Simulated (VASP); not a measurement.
# Mg2Te3O in VASP: notebook, part 2 of 2

VASP 6.6.1. Earlier steps stand in the parts before.

### 3 Single point, PBE

This run uses another cell than the first one, of 28.53 Å³/atom.

The input, INCAR:

```
PREC = Accurate
ENCUT = 520
EDIFF = 1E-6
ISMEAR = 0
SIGMA = 0.1
LREAL = F
LASPH = T
NELM = 100
ALGO = Normal
ISIF = 2
LWAVE = F
LCHARG = F
GGA = PE
NBANDS = 23
```

The input, KPOINTS:

```
regular mesh
0
Gamma
  6 6 10
```

The input, POSCAR:

```
Mg2Te3O
1.0
    6.7348167559      0.0000000000      0.0000000000
   -3.3674083779      5.8325224004      0.0000000000
    0.0000000000      0.0000000000      4.3571924533
Mg Te O
2 3 1
Direct
    0.6666666667      0.3333333333      0.0000000000
    0.3333333333      0.6666666667      0.0000000000
    0.5000000000      0.5000000000      0.5000000000
    0.5000000000      0.0000000000      0.5000000000
    0.0000000000      0.5000000000      0.5000000000
    0.0000000000      0.0000000000      0.5000000000
```

Potentials or basis: VASP PAW PBE potentials, release 64 (Mg, Te, O).

Command:

```bash
> cat potpaw_PBE.64/Mg/POTCAR potpaw_PBE.64/Te/POTCAR potpaw_PBE.64/O/POTCAR > POTCAR
> mpirun -np 1 vasp_std > vasp.out
```

OUTCAR:

```text
PREC = Accurate
   ENCUT = 520
   EDIFF = 1E-6
   ISMEAR = 0
   LREAL = F
   LASPH = T
   NELM = 100
   ISIF = 2
   GGA = PE

 ion  position               nearest neighbor table
   1  0.667  0.333  0.000-   4 2.92   4 2.92   5 2.92   5 2.92   3 2.92   3 2.92
   2  0.333  0.667  0.000-   4 2.92   4 2.92   5 2.92   5 2.92   3 2.92   3 2.92
   3  0.500  0.500  0.500-   1 2.92   2 2.92   1 2.92   2 2.92   4 3.37   4 3.37   5 3.37   5 3.37

   4  0.500  0.000  0.500-   1 2.92   2 2.92   1 2.92   2 2.92   3 3.37   3 3.37   5 3.37   5 3.37

   5  0.000  0.500  0.500-   1 2.92   2 2.92   1 2.92   2 2.92   4 3.37   4 3.37   3 3.37   3 3.37

[... 832 lines left out ...]
  -------------------------------------------------------------------------------------
  Total       -0.1041864     -0.1041864     -0.0716915     -0.0000000     -0.0000000      0.0000000
  in kB       -0.9752879     -0.9752879     -0.6711035     -0.0000000     -0.0000000      0.0000000
  external PRESSURE =      -0.8738931 kB  Pullay stress =       0.0000000 kB

 VOLUME and BASIS-vectors are now :
 -----------------------------------------------------------------------------
  energy-cutoff  :      520.00
  volume of cell :      171.15
      direct lattice vectors                 reciprocal lattice vectors
     6.734816756  0.000000000  0.000000000     0.148482139  0.085726203  0.000000000
    -3.367408378  5.832522400  0.000000000     0.000000000  0.171452406  0.000000000
     0.000000000  0.000000000  4.357192453     0.000000000  0.000000000  0.229505584

 POSITION                                       TOTAL-FORCE (eV/Angst)
 -----------------------------------------------------------------------------------
      3.36741      1.94417      0.00000         0.000000     -0.000000      0.000000
     -0.00000      3.88835      0.00000        -0.000000      0.000000      0.000000
      1.68370      2.91626      2.17860         0.000000     -0.000000      0.000000
      3.36741      0.00000      2.17860         0.000000     -0.000000      0.000000
     -1.68370      2.91626      2.17860         0.000000     -0.000000      0.000000
      0.00000      0.00000      2.17860         0.000000     -0.000000      0.000000
 -----------------------------------------------------------------------------------
    total drift:                               -0.000000      0.000000      0.000000

  FREE ENERGIE OF THE ION-ELECTRON SYSTEM (eV)
  ---------------------------------------------------
  free  energy   TOTEN  =       -16.3305439646 eV

  energy  without entropy=      -16.2943376896  energy(sigma->0) =      -16.31244083
```

Run time: 6.1 min. Hardware: 1 thread of Intel Xeon 8259CL, shared host; peak memory 0.37 GiB.

Results:

* Free energy: -16.3305 eV
* Pressure: -0.1 GPa
* Band gap on the k mesh: zero (bands 14 and 15 overlap by 0.81 eV)

Caveat: spin-orbit coupling is left out, which moves the levels of the heavy elements.

### 4 Relaxation of cell and atoms, PBE

The input, INCAR:

```
PREC = Accurate
ENCUT = 600
EDIFF = 1E-6
ISMEAR = 0
SIGMA = 0.1
LREAL = False
LASPH = True
NELM = 80
ALGO = Normal
ISIF = 3
LWAVE = False
LCHARG = False
GGA = PE
IBRION = 2
NSW = 100
EDIFFG = -0.01
```

KPOINTS is that of step 3.

Edit POSCAR of step 3 so:

```diff
@@ -2,5 +2,5 @@
 1.0
-    6.7348167559      0.0000000000      0.0000000000
-   -3.3674083779      5.8325224004      0.0000000000
-    0.0000000000      0.0000000000      4.3571924533
+    6.8621042162      0.0000000000      0.0000000000
+   -3.4310521081      5.9427565747      0.0000000000
+    0.0000000000      0.0000000000      4.2919588261
 Mg Te O
```

Command:

```bash
> cat potpaw_PBE.64/Mg/POTCAR potpaw_PBE.64/Te/POTCAR potpaw_PBE.64/O/POTCAR > POTCAR
> mpirun -np 1 vasp_std > vasp.out
```

Run time: 22 min. Hardware: 1 thread of Intel Xeon 8259CL, shared host; peak memory 0.47 GiB.

It converged, with:

```yaml
Free_energy: -16.3321 eV
Relaxed_volume: 28.48 Å³/atom
Relaxed_cell: a = 6.729 Å, b = 6.729 Å, c = 4.358 Å, α = 90.00°, β = 90.00°, γ = 120.00°
Space_group_after_relaxing_to_0.1_Å: P6/mmm (No. 191)
Energy_gained_by_relaxing: 3.3 meV/atom
Ionic_steps: 8
Pressure_after_relaxing: 0.0 GPa
Band_gap_on_the_k_mesh: zero (bands 14 and 15 overlap by 0.80 eV)
```

The path:
```
step  energy change (eV)  largest force (eV/Å)  pressure (GPa)  volume (Å³)
   1              0.0000                0.0000           -0.51       175.03
   2             -0.0122                0.0000           -0.16       172.69
   3             -0.0168                0.0000            0.20       170.47
   4             -0.0169                0.0000            0.25       170.12
   5             -0.0193                0.0000            0.01       170.89
   6             -0.0195                0.0000           -0.11       171.30
   7             -0.0195                0.0000           -0.09       171.22
   8             -0.0198                0.0000           -0.03       170.86
```

Final structure:
```
CELL_PARAMETERS angstrom
6.72859 0.00000 0.00000
-3.36429 5.82713 0.00000
0.00000 0.00000 4.35763
ATOMIC_POSITIONS crystal
Mg 0.66667 0.33333 0.00000
Mg 0.33333 0.66667 0.00000
Te 0.50000 0.50000 0.50000
Te 0.50000 0.00000 0.50000
Te 0.00000 0.50000 0.50000
O 0.00000 0.00000 0.50000
```

Levels at points of the mesh, in eV from the Fermi level:
```csv
k point,band 11,band 12,band 13,band 14,band 15,band 16,band 17,band 18
"(0.00, 0.00, 0.00)",-0.37,-0.37,-0.12,-0.02,0.82,1.26,1.26,2.54
"(0.50, 0.00, 0.00)",-2.21,-1.55,-0.73,-0.06,0.14,0.55,0.90,1.29
"(0.00, 0.00, 0.50)",-1.08,-0.31,-0.26,-0.26,1.05,1.52,1.52,2.22
"(0.50, 0.00, 0.50)",-1.94,-1.81,-0.68,-0.49,0.26,0.75,1.18,2.59
```

Caveat: spin-orbit coupling is left out, which moves the levels of the heavy elements.

### 5 Overview

| task | cell | k mesh | cutoff (eV) | gap on the mesh (eV) | pressure (GPa) |
| --- | --- | --- | --- | --- | --- |
| single point | a = 6.862, b = 6.862, c = 4.292 Å, angles 90.0, 90.0, 120.0°, 6 atoms, atomic positions A | 3 × 3 × 4 | 520 | none | -0.2 |
| single point | a = 6.735, b = 6.735, c = 4.357 Å, angles 90.0, 90.0, 120.0°, 6 atoms, atomic positions B | 6 × 6 × 10 | 520 | none | -0.1 |
| relaxation of cell and atoms | relaxed from a = 6.862, b = 6.862, c = 4.292 Å, angles 90.0, 90.0, 120.0°, 6 atoms, atomic positions B | 6 × 6 × 10 | 600 | none | 0.0 |

Alike in all rows: level PBE; potentials or basis VASP PAW PBE potentials, release 64 (Mg, Te, O); no spin polarisation; smearing gaussian 0.1 eV.

Caveats: some runs use coarse meshes; spin-orbit coupling is left out, which moves the levels of the heavy elements; semilocal functionals underestimate gaps, so a narrow gap can read as zero (at least some runs).

Absolute energies hang on the potentials; compare differences alone.
